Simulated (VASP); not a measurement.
# BeZn2Te3: relaxation of cell and atoms with PBE

Crystal: BeZn2Te3.

```
CELL_PARAMETERS angstrom
3.88719 0.00000 0.00000
0.00000 3.88719 0.00000
0.00000 0.00000 8.25246
ATOMIC_POSITIONS crystal
Be 0.00000 0.00000 0.62515
Zn 0.50000 0.50000 0.72860
Zn 0.00000 0.00000 0.27024
Te 0.50000 0.00000 0.99856
Te 0.00000 0.50000 0.99856
Te 0.50000 0.50000 0.37889
```

| Item | Value |
| --- | --- |
| Program | VASP 6.6.1 |
| Task | relaxation of cell and atoms |
| Functional | PBE |
| Potentials or basis | VASP PAW PBE potentials, release 64 (Be, Zn, Te) |
| Cutoff | 600 eV |
| k mesh | 4 × 4 × 2 |
| Occupations | gaussian, width 0.1 eV |
| Spin | no spin polarisation |
| Dipole correction | no |
| Further INCAR settings | ALGO = Normal; EDIFF = 1e-06; IBRION = 2; EDIFFG = -0.04; NSW = 90; ISIF = 3 |

* Relaxed volume: 29.16 Å³/atom
* Relaxed cell: a = 4.601 Å, b = 4.601 Å, c = 8.267 Å, α = 90.00°, β = 90.00°, γ = 90.00°
* Space group after relaxing (to 0.05 Å): P4mm (No. 99)
* Energy gained by relaxing: 600.9 meV/atom
* Ionic steps: 61
* Pressure after relaxing: 0.0 GPa
* Largest force after relaxing: 0.037 eV/Å
* Band gap on the k mesh: zero (band 22 reaches 4.05 eV, above the bottom of band 23 at 2.98 eV)

Forces on the atoms (eV/Å):
```
Be   0.000  0.000 -0.015
Zn   0.000  0.000 -0.008
Zn   0.000  0.000  0.026
Te   0.000  0.000  0.017
Te   0.000  0.000  0.017
Te   0.000  0.000 -0.037
```

Stress tensor (GPa, compression positive):
```
 0.02  0.00  0.00
 0.00  0.02  0.00
 0.00  0.00 -0.08
```

The path:
```tsv
step	energy change (eV)	largest force (eV/Å)	pressure (GPa)	volume (Å³)
1	0.0000	1.8171	15.09	124.70
3	-1.4585	0.9983	-0.91	154.58
5	-1.6879	0.7960	1.02	148.27
7	-1.7019	0.5557	0.54	149.34
9	-1.8124	0.2176	-0.78	155.32
11	-1.8222	0.3328	0.85	150.93
13	-1.8399	0.2579	0.18	152.56
15	-1.9442	0.4077	0.63	149.61
17	-2.2206	2.7763	7.67	136.59
19	-2.5196	2.0814	4.65	139.72
21	-2.5214	2.0665	4.48	140.00
23	-2.5270	2.0628	4.54	139.93
25	-2.5385	2.0748	4.80	139.69
27	-2.5639	2.0655	4.65	140.01
29	-2.6718	2.0232	3.95	141.49
31	-3.0006	1.8442	1.57	147.47
33	-3.2477	1.0337	-2.96	172.86
35	-3.3682	0.9694	-1.62	164.32
37	-3.4455	0.7147	-0.20	161.34
39	-3.5079	0.3199	0.84	158.67
41	-3.5497	0.3225	-0.36	166.10
43	-3.5591	0.0588	0.15	165.70
45	-3.5702	0.1641	0.38	167.13
47	-3.5766	0.1354	-0.34	171.59
49	-3.5824	0.1941	-0.27	173.40
51	-3.5969	0.1211	0.32	172.83
53	-3.6015	0.1615	0.22	174.08
55	-3.6039	0.1018	-0.04	175.44
57	-3.6042	0.0529	-0.08	175.74
59	-3.6052	0.0540	0.00	175.17
61	-3.6056	0.0366	-0.02	174.97
```

Final structure:
```
Be Zn Te
1.0
     4.60055    0.00000    0.00000
     0.00000    4.60055    0.00000
     0.00000    0.00000    8.26694
Be Zn Te
1 2 3
Direct
  0.00000 0.00000 0.72942
  0.50000 0.50000 0.67068
  0.00000 0.00000 0.45840
  0.50000 0.00000 0.88604
  0.00000 0.50000 0.88604
  0.50000 0.50000 0.36940
```

Levels at points of the mesh, in eV from the Fermi level:
```tsv
k point	band 18	band 19	band 20	band 21	band 22	band 23	band 24	band 25	band 26
(0.00, 0.00, 0.00)	-1.74	-0.67	-0.67	-0.51	-0.45	0.52	0.52	1.83	2.62
(0.50, 0.00, 0.00)	-2.61	-2.58	-2.49	-1.35	-0.04	0.27	2.59	2.98	3.15
(0.50, 0.50, 0.00)	-2.63	-2.60	-1.88	-1.88	0.82	1.92	2.24	2.51	4.04
(0.00, 0.00, 0.50)	-1.82	-0.74	-0.74	-0.52	-0.29	0.52	0.52	1.94	2.87
(0.50, 0.00, 0.50)	-2.56	-2.33	-2.19	-1.97	-0.20	-0.11	2.71	2.93	3.20
(0.50, 0.50, 0.50)	-2.65	-2.27	-1.48	-1.48	0.89	1.27	2.24	2.51	3.14
```

It took 24 min on 1 thread of Intel(R) Xeon(R) Platinum 8488C (Sapphire Rapids) (shared host), peak memory 0.3 GiB.

Caveat: the k points lie up to 0.38 Å⁻¹ apart in the final cell; the volume moved by over 15 % at a fixed basis, so the end points are rough; spin-orbit coupling is left out, which moves the levels of the heavy elements.
